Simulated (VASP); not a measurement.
Input of a VASP 6.6.1 run:

Contents of INCAR:

```
  PREC = Accurate
  ENCUT = 520
  EDIFF = 1E-7
  ISMEAR = 1
  SIGMA = 0.15
  LREAL = False
  LASPH = True
  NELM = 150
  ALGO = Normal
  ISIF = 2
  LWAVE = False
  LCHARG = False
  LMAXMIX = 4
  LDAU = True
  LDAUTYPE = 2
  LDAUL = -1 -1 2
  LDAUU = 0 0 2
  LDAUJ = 0 0 0
  LDAUPRINT = 1
  GGA = PE
  NBANDS = 95
```

Contents of KPOINTS:

```
regular mesh
0
Gamma
  3 3 3
```

Contents of POSCAR:

```
Sn5B2Rh6
1.0
    5.8811920000     -2.1297870000     -0.3065080000
   -0.6424070000      6.9718060000      0.2392750000
    0.8075870000     -0.8198910000      5.7351910000
B Sn Rh
2 5 6
Direct
    0.4088756189      0.4255734493      0.6285927637
    0.3777226616      0.4275504157      0.9518737723
    0.6533737314      0.4470226959      0.2285018790
    0.6252031138      0.0937340616      0.6636348359
    0.8354014200      0.8676273979      0.0961515794
    0.0892406542      0.7297314769      0.3142487278
    0.5355531860      0.0452554954      0.1911562888
    0.4830448991      0.7087138164      0.4406347805
    0.7658531120      0.5318590832      0.7822287912
    0.9692241429      0.3017052913      0.9659025166
    0.0143076875      0.9918909716      0.6606513555
    0.2567980178      0.7765074547      0.8618234032
    0.0312403997      0.3486555287      0.4306198138
```

Potentials or basis: VASP PAW PBE potentials, release 64 (B, Sn_d, Rh_pv).

Launch:

```sh
$ cat potpaw_PBE.64/B/POTCAR potpaw_PBE.64/Sn_d/POTCAR potpaw_PBE.64/Rh_pv/POTCAR > POTCAR
$ mpirun -np 1 vasp_std > vasp.out
```

(1) Predict the pressure.

(2) What does it give for the largest force?

(3) Estimate the band gap on the k mesh.

Results:

(1) -0.5 GPa.

(2) 3.343 eV/Å.

(3) zero (band 83 reaches 9.05 eV, above the bottom of band 84 at 9.00 eV).

Caveat: the k points lie up to 0.37 Å⁻¹ apart; spin-orbit coupling is left out, which moves the levels of the heavy elements; U without spin polarisation on a metal has little footing; the U is typed as a test and isn't derived for this compound.
